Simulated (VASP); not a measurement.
# Na4ICl3 (Cmmm) in VASP: relaxation of cell and atoms with PBE

Aim: the relaxation of cell and atoms of Na4ICl3 with PBE.

All numbers are computed with VASP 6.6.1; they aren't measurements. Logs are shortened: lines on timing, memory, paths and dates and some standing lists are left out, and cuts for length are marked.

### 1 The cell of the first run

It takes space group Cmmm (No. 65, orthorhombic). The conventional cell has a = 8.411 Å, b = 11.887 Å, c = 4.225 Å, α = 90.00°, β = 90.00°, γ = 90.00°. Na (site symmetry m2m) has 5 Cl at 2.85 to 2.98 Å and 1 I at 3.09 Å within 3.8 Å. Within 4.6 Å of Na (site symmetry 2mm) lie 4 Cl at 2.86 to 2.98 Å and 2 I at 3.10 Å and 12 Na at 3.87 to 4.54 Å. Within 4.3 Å of I (site symmetry mmm) lie 6 Na at 3.09 to 3.10 Å and 10 Cl at 4.21 Å and 2 I at 4.23 Å. Cl (site symmetry 2/m) has 6 Na at 2.98 Å within 3.9 Å. Cl (site symmetry mmm) has 6 Na at 2.85 to 2.86 Å within 3.8 Å.

The cell was generated, and may not be a known phase.

### 2 Relaxation of cell and atoms, PBE

File INCAR:

```
PREC = Accurate ; ENCUT = 600
EDIFF = 1E-7 ; ISMEAR = 0
SIGMA = 0.02 ; LREAL = False
LASPH = True ; NELM = 60
ALGO = Normal ; ISIF = 3
LWAVE = False ; LCHARG = False
GGA = PE ; IBRION = 2
NSW = 100 ; EDIFFG = -0.01
```

File KPOINTS:

```
Automatic mesh
0
Gamma
  4 4 6
```

File POSCAR:

```
Na4ICl3
1.0
    4.2054649051     -5.9436931663      0.0000000000
    4.2054649051      5.9436931663      0.0000000000
    0.0000000000      0.0000000000      4.2252280491
Na I Cl
4 1 3
Direct
    0.2399525468      0.7600474532      0.0000000000
    0.7600474532      0.2399525468      0.0000000000
    0.7701359256      0.7701359256      0.5000000000
    0.2298640744      0.2298640744      0.5000000000
    0.5000000000      0.5000000000      0.0000000000
    0.5000000000      0.0000000000      0.5000000000
    0.0000000000      0.5000000000      0.5000000000
    0.0000000000      0.0000000000      0.0000000000
```

Potentials or basis: VASP PAW PBE potentials, release 64 (Na_pv, I, Cl).

Command:

```bash
cat potpaw_PBE.64/Na_pv/POTCAR potpaw_PBE.64/I/POTCAR potpaw_PBE.64/Cl/POTCAR > POTCAR
mpirun -np 1 vasp_std > vasp.out
```

OUTCAR:

```text
PREC = Accurate
   ENCUT = 600
   EDIFF = 1E-7
   ISMEAR = 0
   LREAL = False
   LASPH = True
   NELM = 60
   ISIF = 3
   GGA = PE
   IBRION = 2
   NSW = 100
   EDIFFG = -0.01

 ion  position               nearest neighbor table
   1  0.240  0.760  0.000-   5 3.09
   2  0.760  0.240  0.000-   5 3.09
   3  0.770  0.770  0.500-   5 3.10   5 3.10
   4  0.230  0.230  0.500-   5 3.10   5 3.10
   5  0.500  0.500  0.000-   1 3.09   2 3.09   3 3.10   4 3.10   3 3.10   4 3.10
   6  0.500  0.000  0.500-
   7  0.000  0.500  0.500-
   8  0.000  0.000  0.000-

  LATTYP: Found a base centered orthorhombic cell.
 ALAT       =     8.4109298102
 B/A-ratio  =     1.4133260651
 C/A-ratio  =     0.5023496979

  Lattice vectors:

 A1 = (   4.2054649051,  -5.9436931663,   0.0000000000)
 A2 = (   4.2054649051,   5.9436931663,   0.0000000000)
 A3 = (   0.0000000000,   0.0000000000,   4.2252280491)

Analysis of symmetry for initial positions (statically):
=====================================================================
 Subroutine PRICEL returns:
 Original cell was already a primitive cell.

 Routine SETGRP: Setting up the symmetry group for a
 base centered orthorhombic supercell.

 Subroutine GETGRP returns: Found  8 space group operations
 (whereof  8 operations were pure point group operations)
 out of a pool of  8 trial point group operations.

The static configuration has the point symmetry D_2h.

Analysis of symmetry for dynamics (positions and initial velocities):
=====================================================================
 Subroutine PRICEL returns:
 Original cell was already a primitive cell.

 Routine SETGRP: Setting up the symmetry group for a
 base centered orthorhombic supercell.

 Subroutine GETGRP returns: Found  8 space group operations
 (whereof  8 operations were pure point group operations)
 out of a pool of  8 trial point group operations.

The dynamic configuration has the point symmetry D_2h.

 Subroutine INISYM returns: Found  8 space group operations
 (whereof  8 operations are pure point group operations),
 and found     1 'primitive' translations

----------------------------------------------------------------------------------------

                                     Primitive cell

  volume of cell :     211.2275

  direct lattice vectors                    reciprocal lattice vectors
[... 101 lines left out ...]
   EDIFFG = -.1E-01   stopping-criterion for IOM
   NSW    =    100    number of steps for IOM
   IBRION =      2    ionic relax: 0-MD 1-quasi-New 2-CG
   NFREE  =      1    steps in history (QN), initial steepest desc. (CG)
   ISIF   =      3    stress and relaxation
   ISYM   =      2    0-nonsym 1-usesym 2-fastsym
   POTIM  = 0.5000    time-step for ionic-motion
   TEBEG  =    0.0;   TEEND  =   0.0 temperature during run
   PSTRESS=    0.0 pullay stress
   NELECT =      56.0000    total number of electrons
   NUPDOWN=      -1.0000    fix difference up-down
   EMIN   =  10.00;   EMAX   =-10.00  energy-range for DOS
   EFERMI =   0.00;   METHOD = LEGACY
   ISMEAR =     0;   SIGMA  =   0.02  broadening in eV -4-tet -1-fermi 0-gaus
   EFERMI_NEDOS =   21; number of points for ismear=-14 and -15
   IALGO  =     38    algorithm
   IMIX   =      4    mixing-type and parameters
     AMIX     =   0.40;   BMIX     =  1.00
     AMIX_MAG =   1.60;   BMIX_MAG =  1.00
  volume/ion in A,a.u.               =      26.40       178.18
  Fermi-wavevector in a.u.,A,eV,Ry     =   1.051689  1.987404 15.048720  1.106050
  Thomas-Fermi vector in A             =   2.186742
   LORBIT       =      0    0 simple, 1 ext, 2 COOP (PROOUT), +10 PAW based schemes
   GGA     = PE    functional components
   LHFCALC =     F    Hartree Fock is set to
   AEXX    =    0.0000 exact exchange contribution
   IVDW    =     0    specifies the selected vdW correction
   LEPSILON=     F    determine dielectric tensor
   LRPA    =     F    only Hartree local field effects (RPA)
 conjugate gradient relaxation of ions
 non-spin polarized calculation
 Gauss-broadening in eV      SIGMA  =   0.02
  energy-cutoff  :      600.00
  volume of cell :      211.23
 maximum number of plane-waves:      7099
 NGX is ok and might be reduce to    60
   NGX = 29   NGY = 29   NGZ = 17

--------------------------------------- Ionic step        1  -------------------------------------------

 number of electron      55.9999980 magnetization

 Free energy of the ion-electron system (eV)
  ---------------------------------------------------
  ext. energy  EPLUGINS =         0.00000000
  ---------------------------------------------------
  free energy    TOTEN  =       -25.45066972 eV

  energy without entropy =      -25.45066972  energy(sigma->0) =      -25.45066972

------------------------ aborting loop because EDIFF is reached ----------------------------------------

  FORCE on cell =-STRESS in cart. coord.  units (eV):
  Direction    XX          YY          ZZ          XY          YZ          ZX
  --------------------------------------------------------------------------------------
  -------------------------------------------------------------------------------------
  Total       -0.2457458     -0.2843857     -0.3615663      0.0000000      0.0000000      0.0000000
  in kB       -1.8640010     -2.1570875     -2.7425085      0.0000000      0.0000000      0.0000000
  external PRESSURE =      -2.2545323 kB  Pullay stress =       0.0000000 kB
[... 71 lines left out ...]
--------------------------------------- Ionic step        3  -------------------------------------------

 number of electron      55.9999980 magnetization

 Free energy of the ion-electron system (eV)
  ---------------------------------------------------
  ext. energy  EPLUGINS =         0.00000000
  ---------------------------------------------------
  free energy    TOTEN  =       -25.45241222 eV

  energy without entropy =      -25.45241222  energy(sigma->0) =      -25.45241222

 E-fermi :   0.6067     XC(G=0):  -7.8777

 val. band max:        0.4900564734   @ k =   0.0000   0.0000   0.0000
 cond. band min:       4.0094578733   @ k =   0.0000   0.0000   0.0000
 fundamental gap:      3.5194014000
 Fermi energy:         0.6067193336

 k-point     1 :       0.0000    0.0000    0.0000
  band No.  band energies     occupation
      1     -21.8870      2.00000
      2     -21.8738      2.00000
      3     -21.8702      2.00000
      4     -21.8683      2.00000
      5     -21.8639      2.00000
      6     -21.8633      2.00000
[... 853 lines left out ...]
     32       7.0979      0.00000
     33       7.3530      0.00000

 [... further k-points ...]
[... 5 lines left out ...]
  --------------------------------------------------------------------------------------
  -------------------------------------------------------------------------------------
  Total        0.0382217      0.0191157     -0.0311737      0.0000000      0.0000000      0.0000000
  in kB        0.2932797      0.1466776     -0.2391996      0.0000000      0.0000000      0.0000000
  external PRESSURE =       0.0669192 kB  Pullay stress =       0.0000000 kB
[... 23 lines left out ...]
  FREE ENERGIE OF THE ION-ELECTRON SYSTEM (eV)
  ---------------------------------------------------
  free  energy   TOTEN  =       -25.4524122219 eV

  energy  without entropy=      -25.4524122219  energy(sigma->0) =      -25.45241222

 reached required accuracy - stopping structural energy minimisation
```

OSZICAR:

```text
N       E                     dE             d eps       ncg     rms          rms(c)
DAV:   1     0.585844509549E+03    0.58584E+03   -0.28522E+04  1848   0.185E+03
DAV:   2     0.552718936155E+02   -0.53057E+03   -0.52042E+03  2082   0.451E+02
DAV:   3    -0.224269722944E+02   -0.77699E+02   -0.76721E+02  2165   0.166E+02
[... 31 lines left out ...]
DAV:   5    -0.254524132179E+02    0.79531E-05   -0.34584E-05  2525   0.314E-02    0.190E-02
DAV:   6    -0.254524121530E+02    0.10649E-05   -0.44707E-06  2407   0.147E-02    0.684E-03
DAV:   7    -0.254524124178E+02   -0.26471E-06   -0.76045E-07  1875   0.429E-03    0.236E-03
DAV:   8    -0.254524121553E+02    0.26243E-06   -0.41624E-08  1259   0.176E-03    0.110E-03
DAV:   9    -0.254524122219E+02   -0.66551E-07   -0.54924E-08  1208   0.137E-03
   3 F= -.25452412E+02 E0= -.25452412E+02  d E =-.174251E-02
```

It took 10 min on 1 thread of Intel Xeon 8259CL, shared host; peak memory 0.5 GiB.

What came out:

| Property | Result |
| --- | --- |
| Free energy | -25.4524 eV |
| Relaxed volume | 26.10 Å³/atom |
| Relaxed cell | a = 7.255 Å, b = 7.255 Å, c = 4.205 Å, α = 90.00°, β = 90.00°, γ = 109.41° |
| Space group after relaxing (to 0.1 Å) | Cmmm (No. 65) |
| Energy gained by relaxing | 0.2 meV/atom |
| Ionic steps | 3 |
| Pressure after relaxing | 0.0 GPa |
| Largest force after relaxing | 0.007 eV/Å |
| Band gap on the k mesh | 3.52 eV |

Forces on the atoms (eV/Å):
```
Na   0.000 -0.002  0.000
Na   0.000  0.002  0.000
Na   0.007  0.000  0.000
Na  -0.007  0.000  0.000
I    0.000  0.000  0.000
Cl   0.000  0.000  0.000
Cl   0.000  0.000  0.000
Cl   0.000  0.000  0.000
```

Step by step:
```
step  energy change (eV)  largest force (eV/Å)  pressure (GPa)  volume (Å³)
   1              0.0000                0.0065           -0.23       211.23
   2             -0.0013                0.0044           -0.12       210.09
   3             -0.0017                0.0068            0.01       208.80
```

Final structure:
```
Na I Cl
1.0
     4.19211   -5.92186    0.00000
     4.19211    5.92186    0.00000
     0.00000    0.00000    4.20549
Na I Cl
4 1 3
Direct
  0.24001 0.75999 0.00000
  0.75999 0.24001 0.00000
  0.77015 0.77015 0.50000
  0.22985 0.22985 0.50000
  0.50000 0.50000 0.00000
  0.50000 0.00000 0.50000
  0.00000 0.50000 0.50000
  0.00000 0.00000 0.00000
```

Levels at points of the mesh, in eV from the valence-band top:
```csv
k point,band 25,band 26,band 27,band 28,band 29,band 30,band 31,band 32
"(0.00, 0.00, 0.00)",-1.34,-0.58,-0.45,0.00,3.52,5.39,5.43,5.96
"(0.50, 0.00, 0.00)",-1.34,-1.28,-0.55,-0.04,4.80,5.07,6.23,6.50
"(0.50, 0.50, 0.00)",-1.34,-1.26,-0.97,-0.07,5.14,5.50,6.56,6.76
"(0.00, 0.00, 0.50)",-1.76,-1.32,-1.00,-0.77,6.26,6.33,6.46,7.14
"(0.50, 0.00, 0.50)",-1.64,-1.16,-1.03,-0.69,5.82,6.39,6.50,6.61
"(0.50, 0.50, 0.50)",-1.32,-0.99,-0.65,-0.60,5.26,5.39,5.52,6.07
```

Caveat: spin-orbit coupling is left out, which moves the levels of the heavy elements.
